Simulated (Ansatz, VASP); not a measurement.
Mg12H in VASP and in Ansatz

```xyz
13
Lattice="6.4200 0.0000 0.0000 -4.8150 8.3398 0.0000 0.0000 0.0000 5.2130" Properties=species:S:1:pos:R:3 pbc="T T T"
Mg    0.0030   -0.0013    0.0327
Mg   -0.0124    1.9346    2.6147
Mg   -1.6082    2.7811   -0.0152
Mg   -1.6210    4.6205    2.6021
Mg   -3.2125    5.5502   -0.0091
Mg   -3.1581    7.3712    2.6155
Mg    3.2092   -0.0006   -0.0200
Mg    3.2120    1.8560    2.5751
Mg    1.6091    2.7903   -0.0270
Mg    1.6112    4.6407    2.5906
Mg   -0.0045    5.5394   -0.0194
Mg   -0.0497    7.3826    2.6138
H     0.0060    0.0176    2.0706
```

Alike in both runs: functional PBE; k mesh 4 × 3 × 4; occupations gaussian, width 0.1 eV; no spin polarisation.

Ansatz relaxed the structure, and its values are those at the end. VASP's run is a single point on that final structure, the one shown.

```csv
,VASP,Ansatz
version,VASP 6.6.1,Ansatz 0.2.0
potentials or method,"VASP PAW PBE potentials, release 64 (Mg, H), cutoff 520 eV","scalar-relativistic, plane waves, PAW"
valence electrons in the cell,25,121
```

|  | VASP | Ansatz | Ansatz less VASP |
| --- | --- | --- | --- |
| rms of the force components (eV/Å) | 0.003 | 0.003 | +0.0001 |

The functional is the same, so the differences come from potentials, cutoffs and numerics. VASP's potentials hold 25 valence electrons a cell and Ansatz's 121, so a difference there can come from the potentials and not from the codes.
